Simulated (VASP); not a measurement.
# HfN (F-43m) in VASP: notebook

The runs below take HfN through single point, with r2SCAN.

Program: VASP 6.6.1. These are calculated values, not measurements. Logs are shortened: lines on timing, memory, paths and dates and some standing lists are left out, and cuts for length are marked.

## 1. The cell of the first run

The structure is cubic, space group F-43m (No. 216). The conventional cell has a = 4.843 Å, b = 4.843 Å, c = 4.843 Å, α = 90.00°, β = 90.00°, γ = 90.00°. Hf (site symmetry -43m) has 4 N at 2.10 Å within 2.8 Å. N (site symmetry -43m) has 4 Hf at 2.10 Å within 2.8 Å.

## 2. Single point, r2SCAN

POSCAR reads:

```
HfN
1.0
    0.0000000000      2.4216446627      2.4216446627
    2.4216446627      0.0000000000      2.4216446627
    2.4216446627      2.4216446627      0.0000000000
Hf N
1 1
Direct
    0.0000000000      0.0000000000      0.0000000000
    0.2500000000      0.2500000000      0.2500000000
```

INCAR.step1 reads:

```
SYSTEM = HfN
  PREC = Accurate
  ENCUT = 520
  ISMEAR = -1
  SIGMA = 0.05
  LREAL = .False.
  LASPH = .True.
  NELM = 80
  NBANDS = 14
  GGA = PE
  ALGO = Normal
  EDIFF = 1E-4
  LWAVE = .True.
  LCHARG = .False.
```

INCAR.step2 reads:

```
SYSTEM = HfN
  PREC = Accurate
  ENCUT = 520
  EDIFF = 1E-6
  ISMEAR = -1
  SIGMA = 0.05
  LREAL = .False.
  LASPH = .True.
  NELM = 80
  ALGO = Normal
  ISIF = 2
  LWAVE = .False.
  LCHARG = .True.
  METAGGA = R2SCAN
  LMIXTAU = .True.
  LELF = .True.
  LVHAR = .True.
  NBANDS = 14
  ISTART = 1
```

KPOINTS reads:

```
regular mesh
0
Gamma
  9 9 9
  0 0 0
```

Potentials or basis: VASP PAW PBE potentials, release 64 (Hf_pv, N).

Started as:

```
cat potpaw_PBE.64/Hf_pv/POTCAR potpaw_PBE.64/N/POTCAR > POTCAR
cp INCAR.step1 INCAR
mpirun -np 1 vasp_std > vasp.out
cp INCAR.step2 INCAR
mpirun -np 1 vasp_std > vasp.out
```

OUTCAR:

```text
SYSTEM = HfN
   PREC = Accurate
   ENCUT = 520
   EDIFF = 1E-6
   ISMEAR = -1
   LREAL = .False.
   LASPH = .True.
   NELM = 80
   ISIF = 2
   METAGGA = R2SCAN
   ISTART = 1

 ion  position               nearest neighbor table
   1  0.000  0.000  0.000-   2 2.10   2 2.10   2 2.10   2 2.10
   2  0.250  0.250  0.250-   1 2.10   1 2.10   1 2.10   1 2.10

  LATTYP: Found a face centered cubic cell.
 ALAT       =     4.8432893254

  Lattice vectors:

 A1 = (   0.0000000000,   2.4216446627,   2.4216446627)
 A2 = (   2.4216446627,   0.0000000000,   2.4216446627)
 A3 = (   2.4216446627,   2.4216446627,   0.0000000000)

Analysis of symmetry for initial positions (statically):
=====================================================================
 Subroutine PRICEL returns:
 Original cell was already a primitive cell.

 Routine SETGRP: Setting up the symmetry group for a
 face centered cubic supercell.

 Subroutine GETGRP returns: Found 24 space group operations
 (whereof 24 operations were pure point group operations)
 out of a pool of 48 trial point group operations.

The static configuration has the point symmetry T_d .

Analysis of symmetry for dynamics (positions and initial velocities):
=====================================================================
 Subroutine PRICEL returns:
 Original cell was already a primitive cell.

 Routine SETGRP: Setting up the symmetry group for a
 face centered cubic supercell.

 Subroutine GETGRP returns: Found 24 space group operations
 (whereof 24 operations were pure point group operations)
 out of a pool of 48 trial point group operations.

The dynamic configuration has the point symmetry T_d .

 Subroutine INISYM returns: Found 24 space group operations
 (whereof 24 operations are pure point group operations),
 and found     1 'primitive' translations

----------------------------------------------------------------------------------------

                                     Primitive cell

  volume of cell :      28.4028

  direct lattice vectors                    reciprocal lattice vectors
     0.000000000  2.421644663  2.421644663    -0.206471250  0.206471250  0.206471250
     2.421644663  0.000000000  2.421644663     0.206471250 -0.206471250  0.206471250
     2.421644663  2.421644663  0.000000000     0.206471250  0.206471250 -0.206471250

  length of vectors
     3.424722725  3.424722725  3.424722725     0.357618695  0.357618695  0.357618695

  position of ions in fractional coordinates (direct lattice)
     0.000000000  0.000000000  0.000000000
     0.250000000  0.250000000  0.250000000

  ion indices of the primitive-cell ions
   primitive index   ion index
                 1           1
                 2           2

----------------------------------------------------------------------------------------

 KPOINTS: regular mesh

Automatic generation of k-mesh.
 Grid dimensions read from file:
 generate k-points for:    9    9    9

 Generating k-lattice:

  Cartesian coordinates                     Fractional coordinates (reciprocal lattice)
    -0.022941250  0.022941250  0.022941250     0.111111111  0.000000000  0.000000000
     0.022941250 -0.022941250  0.022941250     0.000000000  0.111111111  0.000000000
     0.022941250  0.022941250 -0.022941250     0.000000000  0.000000000  0.111111111

  Length of vectors
     0.039735411  0.039735411  0.039735411

  Shift w.r.t. Gamma in fractional coordinates (k-lattice)
     0.000000000  0.000000000  0.000000000

 Subroutine IBZKPT returns following result:
 ===========================================

 Found     35 irreducible k-points:

 Following reciprocal coordinates:
            Coordinates               Weight
  0.000000  0.000000  0.000000      1.000000
  0.111111  0.000000  0.000000      8.000000
  0.222222  0.000000  0.000000      8.000000
  0.333333  0.000000  0.000000      8.000000
  0.444444  0.000000  0.000000      8.000000
  0.111111  0.111111  0.000000      6.000000
[... 16 lines left out ...]
 -0.333333  0.333333  0.000000     12.000000
  0.444444  0.444444  0.000000      6.000000
 [... further k-points ...]
   k-points           NKPTS =     35   k-points in BZ     NKDIM =     35   number of bands    NBANDS=     14
   number of dos      NEDOS =    301   number of ions     NIONS =      2
   total plane-waves  NPLWV =  21952
   dimension x,y,z NGX =    28 NGY =   28 NGZ =   28
   dimension x,y,z NGXF=    56 NGYF=   56 NGZF=   56
   ions per type =               1   1
   NGX,Y,Z   is equivalent  to a cutoff of  13.59, 13.59, 13.59 a.u.
   NGXF,Y,Z  is equivalent  to a cutoff of  27.18, 27.18, 27.18 a.u.
 SYSTEM =  HfN
   PREC   = accura    normal or accurate (medium, high low for compatibility)
   ISTART =      1    job   : 0-new  1-cont  2-samecut
   ICHARG =      0    charge: 1-file 2-atom 10-const
   ISPIN  =      1    spin polarized calculation?
   LNONCOLLINEAR =      F non collinear calculations
   LSORBIT =      F    spin-orbit coupling
   LASPH  =      T    aspherical Exc in radial PAW
   ENCUT  =  520.0 eV  38.22 Ry    6.18 a.u.   6.37  6.37  6.37*2*pi/ulx,y,z
   NELM   =     80;   NELMIN=  2; NELMDL=  0     # of ELM steps
   EDIFF  = 0.1E-05   stopping-criterion for ELM
   LREAL  =      F    real-space projection
   EDIFFG = 0.1E-04   stopping-criterion for IOM
   NSW    =      0    number of steps for IOM
   IBRION =     -1    ionic relax: 0-MD 1-quasi-New 2-CG
   NFREE  =      0    steps in history (QN), initial steepest desc. (CG)
   ISIF   =      2    stress and relaxation
   ISYM   =      2    0-nonsym 1-usesym 2-fastsym
   POTIM  = 0.5000    time-step for ionic-motion
   TEBEG  =    0.0;   TEEND  =   0.0 temperature during run
   PSTRESS=    0.0 pullay stress
   NELECT =      15.0000    total number of electrons
   NUPDOWN=      -1.0000    fix difference up-down
   EMIN   =  10.00;   EMAX   =-10.00  energy-range for DOS
   EFERMI =   0.00;   METHOD = LEGACY
   ISMEAR =    -1;   SIGMA  =   0.05  broadening in eV -4-tet -1-fermi 0-gaus
   EFERMI_NEDOS =   21; number of points for ismear=-14 and -15
   IALGO  =     38    algorithm
   IMIX   =      4    mixing-type and parameters
     AMIX     =   0.40;   BMIX     =  1.00
     AMIX_MAG =   1.60;   BMIX_MAG =  1.00
  volume/ion in A,a.u.               =      14.20        95.84
  Fermi-wavevector in a.u.,A,eV,Ry     =   1.323279  2.500635 23.824726  1.751068
  Thomas-Fermi vector in A             =   2.452899
   LORBIT       =      0    0 simple, 1 ext, 2 COOP (PROOUT), +10 PAW based schemes
   METAGGA = R2SCAN    functional components
   LHFCALC =     F    Hartree Fock is set to
   AEXX    =    0.0000 exact exchange contribution
   IVDW    =     0    specifies the selected vdW correction
   LEPSILON=     F    determine dielectric tensor
   LRPA    =     F    only Hartree local field effects (RPA)
 non-spin polarized calculation
  energy-cutoff  :      520.00
  volume of cell :       28.40
 maximum number of plane-waves:       778
 NGX is ok and might be reduce to    28
   NGX = 13   NGY = 13   NGZ = 13

 number of electron      15.0000002 magnetization

 Free energy of the ion-electron system (eV)
  ---------------------------------------------------
  ext. energy  EPLUGINS =         0.00000000
  ---------------------------------------------------
  free energy    TOTEN  =       -57.70640651 eV

  energy without entropy =      -57.70196095  energy(sigma->0) =      -57.70418373

 E-fermi :   6.0966     XC(G=0): -12.1612

 val. band max:        6.0419922454   @ k =  -0.2222   0.3333   0.1111
 cond. band min:       6.1848614433   @ k =   0.1111   0.0000   0.0000
 fundamental gap:      0.1428691979
 Fermi energy:         6.0965733219

 k-point     1 :       0.0000    0.0000    0.0000
  band No.  band energies     occupation
      1     -26.0943      2.00000
      2     -26.0943      2.00000
      3     -26.0943      2.00000
      4     -11.3568      2.00000
      5       0.0852      2.00000
      6       0.0852      2.00000
      7       0.0852      2.00000
      8       5.5160      1.99998
      9       8.6626      0.00000
     10       8.6626      0.00000
     11      13.2886      0.00000
     12      13.2886      0.00000
     13      13.2886      0.00000
     14      17.5124      0.00000

 k-point     2 :       0.1111    0.0000    0.0000
  band No.  band energies     occupation
      1     -26.1660      2.00000
      2     -26.1033      2.00000
      3     -26.1033      2.00000
      4     -11.2014      2.00000
      5      -0.1618      2.00000
      6       0.1816      2.00000
      7       0.1816      2.00000
      8       6.1849      0.29214
      9       8.4514      0.00000
     10       8.4514      0.00000
     11      12.9451      0.00000
     12      13.5932      0.00000
     13      13.5933      0.00000
     14      17.5124      0.00000

 k-point     3 :       0.2222    0.0000    0.0000
  band No.  band energies     occupation
      1     -26.3422      2.00000
      2     -26.1259      2.00000
      3     -26.1259      2.00000
      4     -10.8287      2.00000
      5      -0.4723      2.00000
      6       0.4076      2.00000
      7       0.4076      2.00000
      8       7.5008      0.00000
      9       8.2183      0.00000
     10       8.2183      0.00000
     11      12.3667      0.00000
     12      13.8069      0.00000
     13      13.8070      0.00000
     14      16.0578      0.00000
[... 324 lines left out ...]
 k-point    23 :      -0.3333    0.3333    0.0000
  band No.  band energies     occupation
      1     -26.5638      2.00000
      2     -26.4085      2.00000
      3     -26.2234      2.00000
      4      -9.8789      2.00000
      5      -0.1597      2.00000
      6       0.9685      2.00000
      7       1.4536      2.00000
      8       5.2359      2.00000
      9       8.5285      0.00000
     10       8.9483      0.00000
     11      12.6972      0.00000
     12      12.9068      0.00000
     13      15.3842      0.00000
     14      16.9503      0.00000

 k-point    24 :       0.4444    0.4444    0.0000
  band No.  band energies     occupation
      1     -26.6571      2.00000
      2     -26.2799      2.00000
      3     -26.2799      2.00000
      4      -9.8443      2.00000
      5      -1.3155      2.00000
      6       2.0247      2.00000
      7       2.0247      2.00000
      8       4.8231      2.00000
      9       8.8894      0.00000
     10      10.5696      0.00000
     11      11.3351      0.00000
     12      11.3351      0.00000
     13      16.0630      0.00000
     14      17.5126      0.00000

 [... further k-points ...]
[... 5 lines left out ...]
  --------------------------------------------------------------------------------------
  -------------------------------------------------------------------------------------
  Total        0.8885477      0.8885477      0.8885477      0.0000000      0.0000000      0.0000000
  in kB       50.1221959     50.1221959     50.1221959      0.0000000      0.0000000      0.0000000
  external PRESSURE =      50.1221959 kB  Pullay stress =       0.0000000 kB

 VOLUME and BASIS-vectors are now :
 -----------------------------------------------------------------------------
  energy-cutoff  :      520.00
  volume of cell :       28.40
      direct lattice vectors                 reciprocal lattice vectors
     0.000000000  2.421644663  2.421644663    -0.206471250  0.206471250  0.206471250
     2.421644663  0.000000000  2.421644663     0.206471250 -0.206471250  0.206471250
     2.421644663  2.421644663  0.000000000     0.206471250  0.206471250 -0.206471250

 POSITION                                       TOTAL-FORCE (eV/Angst)
 -----------------------------------------------------------------------------------
      0.00000      0.00000      0.00000        -0.000000     -0.000000     -0.000000
      1.21082      1.21082      1.21082         0.000000      0.000000      0.000000
 -----------------------------------------------------------------------------------
    total drift:                                0.000000      0.000000      0.000000

  FREE ENERGIE OF THE ION-ELECTRON SYSTEM (eV)
  ---------------------------------------------------
  free  energy   TOTEN  =       -57.7064065096 eV

  energy  without entropy=      -57.7019609521  energy(sigma->0) =      -57.70418373
```

Run time: 46 s. Hardware: 1 thread of Intel Xeon Platinum 8124M at 3.00GHz (Skylake/Cascade Lake), shared host; peak memory 0.17 GiB.

Results:

| Item | Value |
| --- | --- |
| Free energy | -57.7064 eV |
| Pressure | 5.0 GPa |

Levels at points of the mesh, in eV from the Fermi level:
```tsv
k point	band 4	band 5	band 6	band 7	band 8	band 9	band 10	band 11
(0.00, 0.00, 0.00)	-17.45	-6.01	-6.01	-6.01	-0.58	2.57	2.57	7.19
```

Caveat: the PAW data sets were made with another functional, which shifts forces and pressure a little; spin-orbit coupling is left out, which moves the levels of the heavy elements.

(Continued in part 2 of 2.)
